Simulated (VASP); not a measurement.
The system is HfMoC2.

```
Hf Mo C
1.0
     4.36181    0.00000    0.00000
    -2.18091    3.77744    0.00000
     0.00000    0.00000    4.65313
Hf Mo C
1 1 2
Direct
  0.00000 0.00000 0.00000
  0.00000 0.00000 0.50000
  0.33333 0.66667 0.65636
  0.66667 0.33333 0.34364
```

| Item | Value |
| --- | --- |
| Program | VASP 6.6.1 |
| Task | relaxation of cell and atoms |
| Functional | PBE |
| Potentials or basis | VASP PAW PBE potentials, release 64 (Hf_pv, Mo_sv, C) |
| Cutoff | 600 eV |
| k mesh | 6 × 6 × 4 |
| Occupations | gaussian, width 0.1 eV |
| Spin | no spin polarisation |

At the start: pressure -19.4 GPa; volume 19.17 Å³/atom.

How do energy, volume and symmetry change on relaxing?

Over 14 steps the energy falls by 2740.7 meV/atom and the volume is 11.94 Å³/atom (-37.7 %); space group P-3m1 (No. 164, to 0.05 Å).

Step by step:
```
step  energy change (eV)  largest force (eV/Å)  pressure (GPa)  volume (Å³)
   1              0.0000                0.4088          -19.38        76.67
   2             -7.4596                5.3081            3.94        51.74
   3             -7.7617                6.8069           24.52        47.38
   4             -9.9853                2.8127           14.88        45.52
   5             -9.9832                2.6299           14.89        45.43
   6            -10.4966                1.2230          -11.97        49.99
   7            -10.4985                1.1737          -12.99        50.24
   8            -10.9165                0.7431           -3.09        48.43
   9            -10.9183                0.7015           -2.30        48.32
  10            -10.9562                0.3048            1.26        47.51
  11            -10.9570                0.2396            1.90        47.38
  12            -10.9611                0.0396           -1.04        47.89
  13            -10.9614                0.0834           -0.44        47.78
  14            -10.9627                0.0096           -0.05        47.74
```

Final structure:
```yaml
crystal:
  lattice:
    - [3.15708, 0.00000, 0.00000]
    - [-1.57854, 2.73411, 0.00000]
    - [0.00000, 0.00000, 5.53094]
  atoms:
    - { symbol: Hf, position: [0.00000, 0.00000, 0.00000] }
    - { symbol: Mo, position: [0.00000, 0.00000, 0.50000] }
    - { symbol: C, position: [0.33333, 0.66667, 0.73655] }
    - { symbol: C, position: [0.66667, 0.33333, 0.26345] }
```

Caveat: the volume moved by over 15 % at a fixed basis, so the end points are rough.
